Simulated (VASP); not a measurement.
# C in VASP: a series of runs, part 2 of 2

VASP 6.6.1. The steps go on from the part before.

### 5 Single point, PBE (strain +0.080 along x and y, +0.040 along z)

Contents of INCAR:

```
PREC = Accurate
ENCUT = 520
EDIFF = 1E-7
ISMEAR = 0
SIGMA = 0.05
LREAL = False
LASPH = True
NELM = 100
ALGO = Normal
ISIF = 2
LWAVE = False
LCHARG = False
GGA = PE
NBANDS = 11
```

Contents of KPOINTS:

```
regular mesh
0
Gamma
  12 12 12
```

Contents of POSCAR:

```
C
1.0
    0.0000000000      1.9260720000      1.8547360000
    1.9260720000      0.0000000000      1.8547360000
    1.9260720000      1.9260720000      0.0000000000
C
2
Direct
    0.5000000000      0.5000000000      0.5000000000
    0.7500000000      0.7500000000      0.7500000000
```

Potentials or basis: VASP PAW PBE potentials, release 64 (C).

Run with:

```console
$ cat potpaw_PBE.64/C/POTCAR > POTCAR
$ mpirun -np 1 vasp_std > vasp.out
```

OUTCAR:

```text
PREC = Accurate
   ENCUT = 520
   EDIFF = 1E-7
   ISMEAR = 0
   LREAL = False
   LASPH = True
   NELM = 100
   ISIF = 2
   GGA = PE

 ion  position               nearest neighbor table
   1  0.500  0.500  0.500-   2 1.65   2 1.65   2 1.65   2 1.65
   2  0.750  0.750  0.750-   1 1.65   1 1.65   1 1.65   1 1.65

  LATTYP: Found a body centered tetragonal cell.
 ALAT       =     2.7238771445
 C/A-ratio  =     1.3618352823

  Lattice vectors:

 A1 = (   0.0000000000,  -1.9260720000,  -1.8547360000)
 A2 = (   0.0000000000,   1.9260720000,  -1.8547360000)
 A3 = (   1.9260720000,   0.0000000000,   1.8547360000)

Analysis of symmetry for initial positions (statically):
=====================================================================
 Subroutine PRICEL returns:
 Original cell was already a primitive cell.

 Routine SETGRP: Setting up the symmetry group for a
 body centered tetragonal supercell.

 Subroutine GETGRP returns: Found 16 space group operations
 (whereof  8 operations were pure point group operations)
 out of a pool of 16 trial point group operations.

The static configuration has the point symmetry D_2d.
 The point group associated with its full space group is D_4h.

Analysis of symmetry for dynamics (positions and initial velocities):
=====================================================================
 Subroutine PRICEL returns:
 Original cell was already a primitive cell.

 Routine SETGRP: Setting up the symmetry group for a
 body centered tetragonal supercell.

 Subroutine GETGRP returns: Found 16 space group operations
 (whereof  8 operations were pure point group operations)
 out of a pool of 16 trial point group operations.

The dynamic configuration has the point symmetry D_2d.
 The point group associated with its full space group is D_4h.

 Subroutine INISYM returns: Found 16 space group operations
 (whereof  8 operations are pure point group operations),
 and found     1 'primitive' translations

----------------------------------------------------------------------------------------

                                     Primitive cell

  volume of cell :      13.7612

  direct lattice vectors                    reciprocal lattice vectors
     0.000000000  1.926072000  1.854736000    -0.259595695  0.259595695  0.269580145
     1.926072000  0.000000000  1.854736000     0.259595695 -0.259595695  0.269580145
     1.926072000  1.926072000  0.000000000     0.259595695  0.259595695 -0.269580145

  length of vectors
     2.673910802  2.673910802  2.723877145     0.455470421  0.455470421  0.455470421

  position of ions in fractional coordinates (direct lattice)
     0.500000000  0.500000000  0.500000000
     0.750000000  0.750000000  0.750000000

  ion indices of the primitive-cell ions
   primitive index   ion index
                 1           1
                 2           2

----------------------------------------------------------------------------------------

 KPOINTS: regular mesh

Automatic generation of k-mesh.
 Grid dimensions read from file:
 generate k-points for:   12   12   12

 Generating k-lattice:

  Cartesian coordinates                     Fractional coordinates (reciprocal lattice)
    -0.021632975  0.021632975  0.022465012     0.083333333  0.000000000  0.000000000
     0.021632975 -0.021632975  0.022465012     0.000000000  0.083333333  0.000000000
     0.021632975  0.021632975 -0.022465012    -0.000000000 -0.000000000  0.083333333

  Length of vectors
     0.037955868  0.037955868  0.037955868

  Shift w.r.t. Gamma in fractional coordinates (k-lattice)
     0.000000000  0.000000000  0.000000000

 Subroutine IBZKPT returns following result:
 ===========================================

 Found    163 irreducible k-points:

 Following reciprocal coordinates:
            Coordinates               Weight
  0.000000  0.000000  0.000000      1.000000
  0.083333 -0.000000  0.000000      8.000000
  0.166667  0.000000  0.000000      8.000000
  0.250000  0.000000  0.000000      8.000000
  0.333333 -0.000000  0.000000      8.000000
  0.416667  0.000000  0.000000      8.000000
[... 16 lines left out ...]
  0.500000  0.166667  0.000000      8.000000
 -0.416667  0.166667  0.000000      8.000000
 [... further k-points ...]
   k-points           NKPTS =    163   k-points in BZ     NKDIM =    163   number of bands    NBANDS=     11
   number of dos      NEDOS =    301   number of ions     NIONS =      2
   total plane-waves  NPLWV =   8000
   dimension x,y,z NGX =    20 NGY =   20 NGZ =   20
   dimension x,y,z NGXF=    40 NGYF=   40 NGZF=   40
   ions per type =               2
   NGX,Y,Z   is equivalent  to a cutoff of  12.43, 12.43, 12.21 a.u.
   NGXF,Y,Z  is equivalent  to a cutoff of  24.87, 24.87, 24.41 a.u.
 SYSTEM =  unknown system
   PREC   = accura    normal or accurate (medium, high low for compatibility)
   ISTART =      0    job   : 0-new  1-cont  2-samecut
   ICHARG =      2    charge: 1-file 2-atom 10-const
   ISPIN  =      1    spin polarized calculation?
   LNONCOLLINEAR =      F non collinear calculations
   LSORBIT =      F    spin-orbit coupling
   LASPH  =      T    aspherical Exc in radial PAW
   ENCUT  =  520.0 eV  38.22 Ry    6.18 a.u.   4.97  4.97  5.06*2*pi/ulx,y,z
   NELM   =    100;   NELMIN=  2; NELMDL= -5     # of ELM steps
   EDIFF  = 0.1E-06   stopping-criterion for ELM
   LREAL  =      F    real-space projection
   EDIFFG = 0.1E-05   stopping-criterion for IOM
   NSW    =      0    number of steps for IOM
   IBRION =     -1    ionic relax: 0-MD 1-quasi-New 2-CG
   NFREE  =      0    steps in history (QN), initial steepest desc. (CG)
   ISIF   =      2    stress and relaxation
   ISYM   =      2    0-nonsym 1-usesym 2-fastsym
   POTIM  = 0.5000    time-step for ionic-motion
   TEBEG  =    0.0;   TEEND  =   0.0 temperature during run
   PSTRESS=    0.0 pullay stress
   NELECT =       8.0000    total number of electrons
   NUPDOWN=      -1.0000    fix difference up-down
   EMIN   =  10.00;   EMAX   =-10.00  energy-range for DOS
   EFERMI =   0.00;   METHOD = LEGACY
   ISMEAR =     0;   SIGMA  =   0.05  broadening in eV -4-tet -1-fermi 0-gaus
   EFERMI_NEDOS =   21; number of points for ismear=-14 and -15
   IALGO  =     38    algorithm
   IMIX   =      4    mixing-type and parameters
     AMIX     =   0.40;   BMIX     =  1.00
     AMIX_MAG =   1.60;   BMIX_MAG =  1.00
  volume/ion in A,a.u.               =       6.88        46.43
  Fermi-wavevector in a.u.,A,eV,Ry     =   1.366320  2.581971 25.399772  1.866831
  Thomas-Fermi vector in A             =   2.492471
   LORBIT       =      0    0 simple, 1 ext, 2 COOP (PROOUT), +10 PAW based schemes
   GGA     = PE    functional components
   LHFCALC =     F    Hartree Fock is set to
   AEXX    =    0.0000 exact exchange contribution
   IVDW    =     0    specifies the selected vdW correction
   LEPSILON=     F    determine dielectric tensor
   LRPA    =     F    only Hartree local field effects (RPA)
 non-spin polarized calculation
 Gauss-broadening in eV      SIGMA  =   0.05
  energy-cutoff  :      520.00
  volume of cell :       13.76
 maximum number of plane-waves:       386
   NGX =  9   NGY =  9   NGZ = 11

 number of electron       7.9999999 magnetization

 Free energy of the ion-electron system (eV)
  ---------------------------------------------------
  ext. energy  EPLUGINS =         0.00000000
  ---------------------------------------------------
  free energy    TOTEN  =       -17.67130058 eV

  energy without entropy =      -17.67130058  energy(sigma->0) =      -17.67130058

 E-fermi :   7.7369     XC(G=0): -12.3034

 val. band max:        7.4480314592   @ k =   0.0000   0.0000   0.0000
 cond. band min:      10.3577078571   @ k =   0.3333   0.3333   0.0000
 fundamental gap:      2.9096763979
 Fermi energy:         7.7369037006

 k-point     1 :       0.0000    0.0000    0.0000
  band No.  band energies     occupation
      1     -11.9211      2.00000
      2       6.9742      2.00000
      3       6.9742      2.00000
      4       7.4480      2.00000
      5      11.9221      0.00000
      6      12.3464      0.00000
      7      12.3464      0.00000
      8      16.3051      0.00000
      9      24.1584      0.00000
     10      30.8158      0.00000
     11      32.0416      0.00000
[... 309 lines left out ...]
 k-point    24 :      -0.4167    0.1667    0.0000
  band No.  band energies     occupation
      1      -6.7861      2.00000
      2      -3.5777      2.00000
      3       2.7315      2.00000
      4       3.8674      2.00000
      5      13.1966      0.00000
      6      16.1255      0.00000
      7      16.4453      0.00000
      8      20.1891      0.00000
      9      24.4572      0.00000
     10      28.4471      0.00000
     11      29.2446      0.00000

 [... further k-points ...]
[... 5 lines left out ...]
  --------------------------------------------------------------------------------------
  -------------------------------------------------------------------------------------
  Total       -5.6702826     -5.6702826     -3.3494554      0.0000000      0.0000000      0.0000000
  in kB     -660.1735966   -660.1735966   -389.9668073      0.0000000      0.0000000      0.0000000
  external PRESSURE =    -570.1046668 kB  Pullay stress =       0.0000000 kB

 VOLUME and BASIS-vectors are now :
 -----------------------------------------------------------------------------
  energy-cutoff  :      520.00
  volume of cell :       13.76
      direct lattice vectors                 reciprocal lattice vectors
     0.000000000  1.926072000  1.854736000    -0.259595695  0.259595695  0.269580145
     1.926072000  0.000000000  1.854736000     0.259595695 -0.259595695  0.269580145
     1.926072000  1.926072000  0.000000000     0.259595695  0.259595695 -0.269580145

 POSITION                                       TOTAL-FORCE (eV/Angst)
 -----------------------------------------------------------------------------------
      1.92607      1.92607      1.85474        -0.000000     -0.000000     -0.000000
      2.88911      2.88911      2.78210         0.000000      0.000000      0.000000
 -----------------------------------------------------------------------------------
    total drift:                                0.000000     -0.000000      0.000000

  FREE ENERGIE OF THE ION-ELECTRON SYSTEM (eV)
  ---------------------------------------------------
  free  energy   TOTEN  =       -17.6713005817 eV

  energy  without entropy=      -17.6713005817  energy(sigma->0) =      -17.67130058
```

OSZICAR:

```text
N       E                     dE             d eps       ncg     rms          rms(c)
DAV:   1     0.232893488218E+01    0.23289E+01   -0.46299E+03  3701   0.684E+02
DAV:   2    -0.175385544140E+02   -0.19867E+02   -0.19149E+02  4901   0.121E+02
DAV:   3    -0.179940702504E+02   -0.45552E+00   -0.45384E+00  4135   0.143E+01
DAV:   4    -0.179951302577E+02   -0.10600E-02   -0.10600E-02  3865   0.863E-01
DAV:   5    -0.179951319383E+02   -0.16806E-05   -0.16807E-05  4062   0.331E-02    0.430E+00
DAV:   6    -0.177518283350E+02    0.24330E+00   -0.12900E-01  3685   0.242E+00    0.257E+00
DAV:   7    -0.176698950201E+02    0.81933E-01   -0.17102E-01  3814   0.282E+00    0.484E-01
DAV:   8    -0.176712240908E+02   -0.13291E-02   -0.52355E-03  3718   0.515E-01    0.383E-02
DAV:   9    -0.176712821137E+02   -0.58023E-04   -0.67943E-05  4342   0.656E-02    0.213E-02
DAV:  10    -0.176713005941E+02   -0.18480E-04   -0.17060E-05  3825   0.337E-02    0.438E-03
DAV:  11    -0.176713005817E+02    0.12474E-07   -0.25133E-07  4278   0.424E-03
   1 F= -.17671301E+02 E0= -.17671301E+02  d E =-.520706E-19
```

Run time: 17 s. Hardware: 1 thread of Intel Xeon Platinum 8259CL at 2.50GHz (Skylake/Cascade Lake), shared host; peak memory 0.13 GiB.

Results:

* Free energy: -17.6713 eV
* Pressure: -57.0 GPa
* Band gap on the k mesh: 2.91 eV, indirect (least direct gap 4.47 eV)

Stress tensor (GPa, compression positive):
```
-66.02   0.00   0.00
  0.00 -66.02   0.00
  0.00   0.00 -39.00
```

Caveat: the cell differs from its parent crystal (strain +0.080 along x and y, +0.040 along z). A k mesh can miss the band edges.

### 6 Single point, PBE (strain -0.080 along x and y, -0.080 along z)

Contents of INCAR:

```
SYSTEM = C
ALGO     = Normal         ! electronic algorithm
EDIFF    = 1E-6           ! SCF threshold, eV
ENCUT    = 520            ! plane-wave cutoff, eV
GGA      = PE             ! functional
ISIF     = 2              ! what is computed and relaxed
ISMEAR   = 0              ! smearing method
LASPH    = .True.         ! aspherical terms in the spheres
LCHARG   = .True.         ! write CHGCAR
LELF     = .True.         ! ELF
LREAL    = .False.        ! projectors in reciprocal space
LVHAR    = .True.       
LWAVE    = .False.        ! write WAVECAR
NBANDS   = 11             ! bands
NELM     = 80             ! most SCF steps
PREC     = Accurate       ! precision mode
SIGMA    = 0.05           ! smearing width, eV
```

Contents of KPOINTS:

```
k-points
0
Gamma
  12 12 12
  0 0 0
```

Contents of POSCAR:

```
C
1.0
    0.0000000000      1.6407280000      1.6407280000
    1.6407280000      0.0000000000      1.6407280000
    1.6407280000      1.6407280000      0.0000000000
C
2
Direct
    0.5000000000      0.5000000000      0.5000000000
    0.7500000000      0.7500000000      0.7500000000
```

Potentials or basis: VASP PAW PBE potentials, release 64 (C).

Run with:

```console
$ cat potpaw_PBE.64/C/POTCAR > POTCAR
$ mpirun -np 1 vasp_std > vasp.out
```

Run time: 5.4 s. Hardware: 1 thread of Intel Xeon 6975P-C, shared host; peak memory 0.12 GiB.

The run converged. Its results:

```yaml
Free_energy: -17.0195 eV
Pressure: 176.0 GPa
Band_gap_on_the_k_mesh: 4.77 eV, indirect (least direct gap 6.28 eV)
```

Levels at points of the mesh, in eV from the valence-band top:
```tsv
k point	band 1	band 2	band 3	band 4	band 5	band 6	band 7	band 8
(0.00, 0.00, 0.00)	-25.15	0.00	0.00	0.00	6.28	6.28	6.28	19.49
(0.50, 0.00, 0.00)	-17.77	-16.48	-3.51	-3.51	9.49	9.49	12.51	17.88
(0.50, 0.50, 0.00)	-14.75	-14.75	-7.97	-7.97	5.26	5.26	20.98	20.98
```

Caveat: the cell differs from its parent crystal (strain -0.080 along x and y, -0.080 along z). A k mesh can miss the band edges.

### 7 Overview

```tsv
cell	gap on the mesh (eV)	pressure (GPa)
a = 2.625, b = 2.625, c = 2.522 Å, angles 61.3, 61.3, 57.4°, 2 atoms	3.06	-26.9
a = 2.573, b = 2.573, c = 2.623 Å, angles 59.4, 59.4, 61.3°, 2 atoms	3.05	-27.6
a = 2.674, b = 2.674, c = 2.623 Å, angles 60.6, 60.6, 58.7°, 2 atoms	3.38	-49.0
a = 2.674, b = 2.674, c = 2.724 Å, angles 59.4, 59.4, 61.2°, 2 atoms	2.91	-57.0
a = 2.320 Å, angles 60.0°, 2 atoms	4.77	176.0
```

Alike in all rows: task single point; level PBE; potentials or basis VASP PAW PBE potentials, release 64 (C); no spin polarisation; k mesh 12 × 12 × 12; cutoff (eV) 520; smearing gaussian 0.05 eV.

Absolute energies hang on the potentials; compare differences alone.
